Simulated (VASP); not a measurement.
A run of VASP 6.6.1 is set up as follows.

The input INCAR:

```
SYSTEM = Eu
ALGO     = Normal         ! electronic algorithm
EDIFF    = 1E-7           ! SCF threshold, eV
ENCUT    = 520            ! plane-wave cutoff, eV
GGA      = PE             ! functional
ISIF     = 2              ! what is computed and relaxed
ISMEAR   = -1             ! smearing method
ISPIN    = 2              ! spin polarisation
LASPH    = .TRUE.         ! aspherical terms in the spheres
LCHARG   = .FALSE.        ! write CHGCAR
LMAXMIX  = 6              ! l up to which the mixer works
LORBIT   = 11             ! projections on sites
LREAL    = .FALSE.        ! projectors in reciprocal space
LWAVE    = .FALSE.        ! write WAVECAR
MAGMOM   = 7              ! initial moments
NBANDS   = 18             ! bands
NELM     = 150            ! most SCF steps
PREC     = Accurate       ! precision mode
SIGMA    = 0.05           ! smearing width, eV
```

File KPOINTS:

```
k-points
0
G
  14 14 14
  0 0 0
```

POSCAR

```
Eu
1.0
   -2.1939572467      2.1939572467      2.1939572467
    2.1939572467     -2.1939572467      2.1939572467
    2.1939572467      2.1939572467     -2.1939572467
Eu
1
Direct
    0.0000000000      0.0000000000      0.0000000000
```

Potentials or basis: VASP PAW PBE potentials, release 64 (Eu).

Command:

```bash
$ cat potpaw_PBE.64/Eu/POTCAR > POTCAR
$ mpirun -np 1 vasp_std > vasp.out
```

(1) What does it give for the site moments?

(2) What does it give for the pressure?

(3) What does it give for the net moment?

Answers

(1) Eu +6.67 μB.

(2) -0.3 GPa.

(3) 7.26 μB per cell.
